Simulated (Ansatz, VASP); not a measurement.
# One calculation of Pb, two programs

The input INCAR:

```
ALGO     = Normal         # electronic algorithm
EDIFF    = 1E-8           # SCF threshold, eV
ENCUT    = 400            # plane-wave cutoff, eV
GGA      = PE             # functional
GGA_COMPAT= F            
ISIF     = 2              # what is computed and relaxed
ISMEAR   = -1             # smearing method
LASPH    = T              # aspherical terms in the spheres
LCHARG   = F              # write CHGCAR
LEFG     = T            
LREAL    = F              # projectors in reciprocal space
LWAVE    = F              # write WAVECAR
NBANDS   = 13             # bands
NELM     = 120            # most SCF steps
PREC     = Accurate       # precision mode
SIGMA    = 0.08           # smearing width, eV
```

File KPOINTS:

```
k-points
0
Gamma
  11 11 11
```

POSCAR

```
Pb
1.0
    3.2007477412      0.0000000000      0.0000000000
    0.0000000000      3.2007477412      0.0000000000
    0.0000000000      0.0000000000      3.2007477412
Pb
1
Direct
    0.0000000000      0.0000000000      0.0000000000
```

Input for Ansatz:

```yaml
crystal:
  lattice:
    - [3.2007477412, 0.0, 0.0]
    - [0.0, 3.2007477412, 0.0]
    - [0.0, 0.0, 3.2007477412]
  atoms:
    - { symbol: Pb, position: [0.0, 0.0, 0.0] }
kpoints:
  mp_grid: { grid: [11, 11, 11] }
scf:
  occupations: { method: fermi_dirac, width: 0.08 }
hamiltonian:
  xc: pbe
  pseudopotentials: { kind: all_electron, datasets: crystal }
output:
  forces: true
  stress: true
  eigenvalues: true
  efg: { contact_densities: true }
```

Change from the starting cell: volume scaled by 0.95, crystal datasets.

Alike in both runs: task electric field gradients; functional PBE; k mesh 11 × 11 × 11; occupations fermi-dirac, width 0.08 eV; no spin polarisation.

|  | VASP | Ansatz |
| --- | --- | --- |
| version | VASP 6.6.1 | Ansatz 0.2.0 |
| potentials or method | VASP PAW PBE potentials, release 64 (Pb_d), cutoff 400 eV | all-electron PAW with datasets made for the crystal, scalar-relativistic |

|  | VASP | Ansatz | Ansatz less VASP |
| --- | --- | --- | --- |
| pressure (GPa) | 1.9 | 2.0 | +0.07 |

Ansatz ran all-electron here, and VASP with PAW potentials.

Neither program's run includes spin-orbit coupling.
